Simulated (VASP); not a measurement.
# SnSe: single point with LDA

The system is SnSe, a slab with vacuum.

```
CELL_PARAMETERS angstrom
4.03265 0.00000 0.00000
0.00000 4.03265 0.00000
0.00000 0.00000 12.41116
ATOMIC_POSITIONS crystal
Sn 0.50000 0.00000 0.37223
Sn 0.00000 0.50000 0.62777
Se 0.50000 0.00000 0.61604
Se 0.00000 0.50000 0.38396
```

This cell differs from its parent crystal: ratio of the length along z to the lengths across it x 1.2, volume and fractional coordinates fixed.

* Program: VASP 6.6.1
* Task: single point
* Functional: LDA
* Potentials or basis: VASP PAW LDA potentials, release 64 (Sn_d, Se)
* Cutoff: 520 eV
* k mesh: 8 × 8 × 4
* Occupations: gaussian, width 0.05 eV
* Spin: no spin polarisation
* Dipole correction: no
* Further INCAR settings: ALGO = Normal; EDIFF = 1e-06; NBANDS = 28

```
Largest force          : 0.609 eV/Å
Band gap on the k mesh : 0.53 eV (least direct gap 0.88 eV)
```

Forces in eV/Å, atoms in the order of the input:
```
Sn   0.000  0.000  0.593
Sn   0.000  0.000 -0.593
Se   0.000  0.000 -0.609
Se   0.000  0.000  0.609
```

Levels at points of the mesh, in eV from the valence-band top:
| k point | band 16 | band 17 | band 18 | band 19 | band 20 | band 21 | band 22 | band 23 | band 24 | band 25 |
| --- | --- | --- | --- | --- | --- | --- | --- | --- | --- | --- |
| (0.00, 0.00, 0.00) | -3.41 | -3.41 | -2.66 | -2.66 | -1.26 | 0.88 | 2.93 | 3.52 | 4.34 | 4.85 |
| (0.50, 0.00, 0.00) | -2.72 | -1.76 | -1.76 | -0.05 | -0.05 | 1.17 | 1.17 | 1.72 | 1.72 | 1.73 |
| (0.50, 0.50, 0.00) | -5.60 | -4.68 | -4.68 | -2.12 | -2.12 | 2.23 | 2.23 | 3.85 | 3.85 | 5.40 |
| (0.00, 0.00, 0.50) | -3.41 | -3.41 | -2.66 | -2.66 | -1.26 | 0.85 | 3.44 | 3.52 | 3.92 | 4.75 |
| (0.50, 0.00, 0.50) | -2.72 | -1.76 | -1.76 | -0.05 | -0.05 | 1.17 | 1.17 | 1.71 | 1.71 | 1.73 |
| (0.50, 0.50, 0.50) | -5.60 | -4.68 | -4.68 | -2.12 | -2.12 | 2.23 | 2.23 | 3.86 | 3.86 | 5.36 |

Wall time 7.8 min on 1 thread of Intel Xeon 8259CL (shared host), peak memory 0.38 GiB.

Caveat: there is no dipole correction, which matters where the two faces differ; semilocal functionals underestimate gaps, and a narrow one can read as zero; spin-orbit coupling is left out, which moves the levels of the heavy elements.
